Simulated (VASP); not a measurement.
Set up this calculation in VASP 6.6.1, as the native input.

- Task: relaxation of cell and atoms
- Functional: revPBE
- Potentials or basis: VASP PAW PBE potentials, release 64 (Zn, S)
- Cutoff: 600 eV
- k mesh: 8 × 8 × 2
- Occupations: fermi-dirac, width 0.05 eV
- Spin: no spin polarisation
- Dipole correction: no
- Further INCAR settings: ALGO = Normal; EDIFF = 1e-06; IBRION = 2; EDIFFG = -0.01; NSW = 60; ISIF = 3

The structure of ZnS lies in POSCAR:

```
ZnS
1.0
    3.8120000000      0.0000000000      0.0000000000
   -1.9060000000      3.3012888392      0.0000000000
    0.0000000000      0.0000000000     18.6899900000
Zn S
6 6
Direct
    0.3333333333      0.6666666667      0.8333300000
    0.6666666667      0.3333333333      0.3333300000
    0.6666666667      0.3333333333      0.6666700000
    0.3333333333      0.6666666667      0.1666700000
    0.0000000000      0.0000000000      0.5000000000
    0.0000000000      0.0000000000      0.0000000000
    0.3333333333      0.6666666667      0.9583300000
    0.6666666667      0.3333333333      0.4583300000
    0.6666666667      0.3333333333      0.7916700000
    0.3333333333      0.6666666667      0.2916700000
    0.0000000000      0.0000000000      0.6250000000
    0.0000000000      0.0000000000      0.1250000000
```

The input as run:

INCAR

```
SYSTEM = ZnS
ALGO = Normal
EDIFF = 1E-6
EDIFFG = -0.01
ENCUT = 600
GGA = RE
IBRION = 2
ISIF = 3
ISMEAR = -1
LASPH = .True.
LCHARG = .False.
LREAL = .False.
LWAVE = .False.
NELM = 80
NSW = 60
PREC = Accurate
SIGMA = 0.05
```

KPOINTS

```
k-points
0
Gamma
  8 8 2
  0 0 0
```

Potentials or basis: VASP PAW PBE potentials, release 64 (Zn, S).

Run with:

```sh
$ cat potpaw_PBE.64/Zn/POTCAR potpaw_PBE.64/S/POTCAR > POTCAR
$ mpirun -np 1 vasp_std > vasp.out
```

Results of the run:

```yaml
Relaxed_volume: 20.74 Å³/atom
Relaxed_cell: a = 3.884 Å, b = 3.884 Å, c = 19.050 Å, α = 90.00°, β = 90.00°, γ = 120.00°
Space_group_after_relaxing_to_0.1_Å: P6_3mc (No. 186)
Energy_gained_by_relaxing: 14.3 meV/atom
Ionic_steps: 7
Pressure_after_relaxing: 0.1 GPa
Largest_force_after_relaxing: 0.005 eV/Å
Band_gap_on_the_k_mesh: 2.04 eV
```

Caveat: the PAW data sets were made with another functional, which shifts forces and pressure a little.

Run time: 30 min on 1 thread of Oxide Virtual Turin-like Processor, with other jobs on the host, peak memory 0.51 GiB.
